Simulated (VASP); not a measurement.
# AlN (F-43m) in VASP: single point with PBE

Aim: the single point of AlN with PBE.

Program: VASP 6.6.1. These are calculated values, not measurements. Logs are shortened: lines on timing, memory, paths and dates and some standing lists are left out, and cuts for length are marked.

### 1 The cell of the first run

It takes space group F-43m (No. 216, cubic). Conventional cell: a = 4.368 Å, b = 4.368 Å, c = 4.368 Å, α = 90.00°, β = 90.00°, γ = 90.00°. Al (site symmetry -43m) has 4 N at 1.89 Å within 2.5 Å. N (site symmetry -43m) has 4 Al at 1.89 Å within 2.5 Å.

### 2 Single point, PBE

Contents of INCAR:

```
SYSTEM = AlN
PREC = Accurate ; ENCUT = 600
EDIFF = 1E-6 ; ISMEAR = -1
SIGMA = 0.02 ; LREAL = .FALSE.
LASPH = .TRUE. ; NELM = 120
ALGO = Normal ; ISIF = 2
LWAVE = .FALSE. ; LCHARG = .FALSE.
GGA = PE ; NBANDS = 11
GGA_COMPAT = .FALSE.
```

Contents of KPOINTS:

```
Automatic mesh
0
G
  8 8 8
  0 0 0
```

Contents of POSCAR:

```
AlN
1.0
    0.0000000000      2.1839900000      2.1839900000
    2.1839900000      0.0000000000      2.1839900000
    2.1839900000      2.1839900000      0.0000000000
Al N
1 1
Direct
    0.0000000000      0.0000000000      0.0000000000
    0.7500000000      0.7500000000      0.7500000000
```

Potentials or basis: VASP PAW PBE potentials, release 64 (Al, N).

Launch:

```sh
> cat potpaw_PBE.64/Al/POTCAR potpaw_PBE.64/N/POTCAR > POTCAR
> mpirun -np 1 vasp_std > vasp.out
```

OUTCAR:

```text
SYSTEM = AlN
   PREC = Accurate
   ENCUT = 600
   EDIFF = 1E-6
   ISMEAR = -1
   LREAL = .FALSE.
   LASPH = .TRUE.
   NELM = 120
   ISIF = 2
   GGA = PE

 ion  position               nearest neighbor table
   1  0.000  0.000  0.000-   2 1.89   2 1.89   2 1.89   2 1.89
   2  0.750  0.750  0.750-   1 1.89   1 1.89   1 1.89   1 1.89

  LATTYP: Found a face centered cubic cell.
 ALAT       =     4.3679800000

  Lattice vectors:

 A1 = (   0.0000000000,   2.1839900000,   2.1839900000)
 A2 = (   2.1839900000,   0.0000000000,   2.1839900000)
 A3 = (   2.1839900000,   2.1839900000,   0.0000000000)

Analysis of symmetry for initial positions (statically):
=====================================================================
 Subroutine PRICEL returns:
 Original cell was already a primitive cell.

 Routine SETGRP: Setting up the symmetry group for a
 face centered cubic supercell.

 Subroutine GETGRP returns: Found 24 space group operations
 (whereof 24 operations were pure point group operations)
 out of a pool of 48 trial point group operations.

The static configuration has the point symmetry T_d .

Analysis of symmetry for dynamics (positions and initial velocities):
=====================================================================
 Subroutine PRICEL returns:
 Original cell was already a primitive cell.

 Routine SETGRP: Setting up the symmetry group for a
 face centered cubic supercell.

 Subroutine GETGRP returns: Found 24 space group operations
 (whereof 24 operations were pure point group operations)
 out of a pool of 48 trial point group operations.

The dynamic configuration has the point symmetry T_d .

 Subroutine INISYM returns: Found 24 space group operations
 (whereof 24 operations are pure point group operations),
 and found     1 'primitive' translations

----------------------------------------------------------------------------------------

                                     Primitive cell

  volume of cell :      20.8344

  direct lattice vectors                    reciprocal lattice vectors
     0.000000000  2.183990000  2.183990000    -0.228938777  0.228938777  0.228938777
     2.183990000  0.000000000  2.183990000     0.228938777 -0.228938777  0.228938777
     2.183990000  2.183990000  0.000000000     0.228938777  0.228938777 -0.228938777

[... 87 lines left out ...]
   IBRION =     -1    ionic relax: 0-MD 1-quasi-New 2-CG
   NFREE  =      0    steps in history (QN), initial steepest desc. (CG)
   ISIF   =      2    stress and relaxation
   ISYM   =      2    0-nonsym 1-usesym 2-fastsym
   POTIM  = 0.5000    time-step for ionic-motion
   TEBEG  =    0.0;   TEEND  =   0.0 temperature during run
   PSTRESS=    0.0 pullay stress
   NELECT =       8.0000    total number of electrons
   NUPDOWN=      -1.0000    fix difference up-down
   EMIN   =  10.00;   EMAX   =-10.00  energy-range for DOS
   EFERMI =   0.00;   METHOD = LEGACY
   ISMEAR =    -1;   SIGMA  =   0.02  broadening in eV -4-tet -1-fermi 0-gaus
   EFERMI_NEDOS =   21; number of points for ismear=-14 and -15
   IALGO  =     38    algorithm
   IMIX   =      4    mixing-type and parameters
     AMIX     =   0.40;   BMIX     =  1.00
     AMIX_MAG =   1.60;   BMIX_MAG =  1.00
  volume/ion in A,a.u.               =      10.42        70.30
  Fermi-wavevector in a.u.,A,eV,Ry     =   1.189901  2.248587 19.264006  1.415865
  Thomas-Fermi vector in A             =   2.325998
   LORBIT       =      0    0 simple, 1 ext, 2 COOP (PROOUT), +10 PAW based schemes
   GGA     = PE    functional components
   LHFCALC =     F    Hartree Fock is set to
   AEXX    =    0.0000 exact exchange contribution
   IVDW    =     0    specifies the selected vdW correction
   LEPSILON=     F    determine dielectric tensor
   LRPA    =     F    only Hartree local field effects (RPA)
 non-spin polarized calculation
  energy-cutoff  :      600.00
  volume of cell :       20.83
 maximum number of plane-waves:       725
 NGX is ok and might be reduce to    28
   NGX = 13   NGY = 13   NGZ = 13

 number of electron       7.9999999 magnetization

 Free energy of the ion-electron system (eV)
  ---------------------------------------------------
  ext. energy  EPLUGINS =         0.00000000
  ---------------------------------------------------
  free energy    TOTEN  =       -14.84183648 eV

  energy without entropy =      -14.84183648  energy(sigma->0) =      -14.84183648

 E-fermi :   6.4513     XC(G=0): -10.9338

 val. band max:        5.9699702110   @ k =   0.0000   0.0000   0.0000
 cond. band min:       9.2878549313   @ k =   0.5000   0.5000   0.0000
 fundamental gap:      3.3178847204
 Fermi energy:         6.4512978593

 k-point     1 :       0.0000    0.0000    0.0000
  band No.  band energies     occupation
      1      -9.0115      2.00000
      2       5.9700      2.00000
      3       5.9700      2.00000
      4       5.9700      2.00000
      5      10.1661      0.00000
      6      18.5303      0.00000
      7      18.5303      0.00000
      8      18.5303      0.00000
      9      23.6586      0.00000
     10      23.6586      0.00000
     11      25.0604      0.00000
[... 309 lines left out ...]
 k-point    24 :      -0.3750    0.2500    0.1250
  band No.  band energies     occupation
      1      -6.6435      2.00000
      2       0.8299      2.00000
      3       3.7473      2.00000
      4       4.8536      2.00000
      5      13.0721      0.00000
      6      15.2250      0.00000
      7      18.1417      0.00000
      8      18.6561      0.00000
      9      23.1493      0.00000
     10      24.7436      0.00000
     11      28.0122      0.00000

 [... further k-points ...]

------------------------ aborting loop because EDIFF is reached ----------------------------------------

  FORCE on cell =-STRESS in cart. coord.  units (eV):
  Direction    XX          YY          ZZ          XY          YZ          ZX
  --------------------------------------------------------------------------------------
  -------------------------------------------------------------------------------------
  Total        0.5800633      0.5800633      0.5800633     -0.0000000      0.0000000      0.0000000
  in kB       44.6071040     44.6071040     44.6071040     -0.0000000      0.0000000      0.0000000
  external PRESSURE =      44.6071040 kB  Pullay stress =       0.0000000 kB

 VOLUME and BASIS-vectors are now :
 -----------------------------------------------------------------------------
  energy-cutoff  :      600.00
  volume of cell :       20.83
      direct lattice vectors                 reciprocal lattice vectors
     0.000000000  2.183990000  2.183990000    -0.228938777  0.228938777  0.228938777
     2.183990000  0.000000000  2.183990000     0.228938777 -0.228938777  0.228938777
     2.183990000  2.183990000  0.000000000     0.228938777  0.228938777 -0.228938777

 POSITION                                       TOTAL-FORCE (eV/Angst)
 -----------------------------------------------------------------------------------
      0.00000      0.00000      0.00000         0.000000      0.000000      0.000000
      3.27599      3.27599      3.27599        -0.000000     -0.000000     -0.000000
 -----------------------------------------------------------------------------------
    total drift:                               -0.000000     -0.000000     -0.000000

  FREE ENERGIE OF THE ION-ELECTRON SYSTEM (eV)
  ---------------------------------------------------
  free  energy   TOTEN  =       -14.8418364803 eV

  energy  without entropy=      -14.8418364803  energy(sigma->0) =      -14.84183648
```

Wall time 15 s (1 thread of Intel Xeon 8259CL, shared host); peak memory 0.15 GiB.

What came out:

- Free energy: -14.8418 eV
- Pressure: 4.5 GPa
- Band gap on the k mesh: 3.32 eV, indirect (least direct gap 4.20 eV)

A k mesh can miss the band edges. A hybrid or GW would open this gap; PBE tends to underestimate it.
